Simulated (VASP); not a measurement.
Set up this calculation in VASP 6.6.1, as the native input.

| Property | Result |
| --- | --- |
| Task | single point |
| Functional | PBEsol |
| Potentials or basis | VASP PAW PBE potentials, release 64 (Ti_sv, Al) |
| Cutoff | 520 eV |
| k mesh | 18 × 18 × 6 |
| Occupations | gaussian, width 0.15 eV |
| Spin | no spin polarisation |
| Dipole correction | no |
| Further INCAR settings | ALGO = Fast; EDIFF = 1e-06; NBANDS = 28 |

The structure of Ti3Al lies in POSCAR:

```
Ti3Al
1.0
    2.8375021484      0.0000000000      0.0000000000
   -1.4187510742      2.4573489439      0.0000000000
    0.0000000000      0.0000000000      9.5155634548
Ti Al
3 1
Direct
    0.6666666667      0.3333333333      0.0000000000
    0.3333333333      0.6666666667      0.7511732072
    0.3333333333      0.6666666667      0.2488267928
    0.6666666667      0.3333333333      0.5000000000
```

These files were run (other wordings do the same):

INCAR

```
PREC = Accurate
ENCUT = 520
EDIFF = 1E-6
ISMEAR = 0
SIGMA = 0.15
LREAL = False
LASPH = True
NELM = 100
ALGO = Fast
ISIF = 2
LWAVE = False
LCHARG = False
GGA = PS
NBANDS = 28
```

KPOINTS

```
regular mesh
0
Gamma
  18 18 6
```

Potentials or basis: VASP PAW PBE potentials, release 64 (Ti_sv, Al).

Run with:

```sh
$ cat potpaw_PBE.64/Ti_sv/POTCAR potpaw_PBE.64/Al/POTCAR > POTCAR
$ mpirun -np 1 vasp_std > vasp.out
```

It gave:

```yaml
Pressure: -0.4 GPa
Largest_force: 0.154 eV/Å
Band_gap_on_the_k_mesh: zero (an odd number of electrons rules out a gap without spin polarisation)
```

Caveat: the stress differs along the axes, from -6 to 2 GPa; the PAW data sets were made with another functional, which shifts forces and pressure a little.

It took 13 min on 1 thread of Intel(R) Xeon(R) 6975P-C (Granite Rapids), with other jobs on the host, peak memory 0.35 GiB.
